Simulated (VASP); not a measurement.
Runs of VASP 6.6.1 on BN. The structure is that of space group F-43m (No. 216), or close to it. The cells are those of the table. 

| task | level | potentials or basis | cell | k mesh | smearing | gap on the mesh (eV) | pressure (GPa) |
| --- | --- | --- | --- | --- | --- | --- | --- |
| single point | PBE | VASP PAW PBE potentials, release 64 (B, N) | a = 2.552 Å, angles 60.0°, 2 atoms | 5 × 5 × 5 | tetrahedron | 4.95 | (b) |
| single point | LDA | VASP PAW LDA potentials, release 64 (B, N) | a = 2.480 Å, angles 60.0°, 2 atoms | 12 × 12 × 12 | gaussian 0.1 eV | (a) | 28.9 |
| single point | PBEsol | VASP PAW PBE potentials, release 64 (B, N) | a = 2.564 Å, angles 60.0°, 2 atoms | 12 × 12 × 12 | fermi-dirac 0.25852 eV | 4.27 | -6.0 |
| relaxation of volume and atoms at fixed shape | BLYP | VASP PAW PBE potentials, release 64 (B, N) | relaxed from a = 2.564 Å, angles 60.0°, 2 atoms | 4 × 4 × 4 | gaussian 0.1 eV | (c) | 0.0 |
| single point | PBEsol+D3(BJ) | VASP PAW PBE potentials, release 64 (B, N) | a = 2.564 Å, angles 60.0°, 2 atoms | 4 × 4 × 4 | gaussian 0.1 eV | 4.24 | -9.3 |

Alike in all rows: no spin polarisation; cutoff (eV) 600.

**Question.** Fill in the values left out.

**Answer.** (a) 4.45; (b) 5.0; (c) 4.82.

Caveats: some runs use coarse meshes; the PAW data sets were made with another functional, which shifts forces and pressure a little (some runs); three body term missing (some runs).

A k mesh can miss the band edges.
